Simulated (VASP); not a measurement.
Write the native input for VASP 6.6.1 that does the following.

| Item | Value |
| --- | --- |
| Task | relaxation of the atoms |
| Functional | LDA |
| Potentials or basis | VASP PAW LDA potentials, release 64 (N) |
| Cutoff | 520 eV |
| k mesh | 1 × 1 × 1 |
| Occupations | fermi-dirac, width 0.02 eV |
| Spin | no spin polarisation |
| Dipole correction | no |
| Further INCAR settings | ALGO = Normal; EDIFF = 1e-07; IBRION = 2; EDIFFG = -0.01; NSW = 60 |

The structure of N2 lies in POSCAR:

```
N
1.0
    9.0000000000      0.0000000000      0.0000000000
    0.0000000000      9.5000000000      0.0000000000
    0.0000000000      0.0000000000     10.0000000000
N
2
Direct
    0.5000000000      0.5000000000      0.4445000000
    0.5000000000      0.5000000000      0.5555000000
```

These files were run (other wordings do the same):

INCAR

```
  PREC = Accurate
  ENCUT = 520
  EDIFF = 1E-7
  ISMEAR = -1
  SIGMA = 0.02
  LREAL = F
  LASPH = T
  NELM = 60
  ALGO = Normal
  ISIF = 2
  LWAVE = F
  LCHARG = F
  IBRION = 2
  NSW = 60
  EDIFFG = -0.01
```

KPOINTS

```
regular mesh
0
Gamma
  1 1 1
```

Potentials or basis: VASP PAW LDA potentials, release 64 (N).

Launch:

```console
$ cat potpaw_LDA.64/N/POTCAR > POTCAR
$ mpirun -np 1 vasp_gam > vasp.out
```

It gave:

```json
{
 "Energy gained by relaxing": "1.9 meV/atom",
 "Ionic steps": "4",
 "Gap between the frontier levels": "8.09 eV"
}
```

Caveat: the standard files for N, O and F lose accuracy on very short bonds.

It took 50 s on 1 thread of Intel(R) Xeon(R) Platinum 8488C (Sapphire Rapids), with other jobs on the host, peak memory 0.53 GiB.
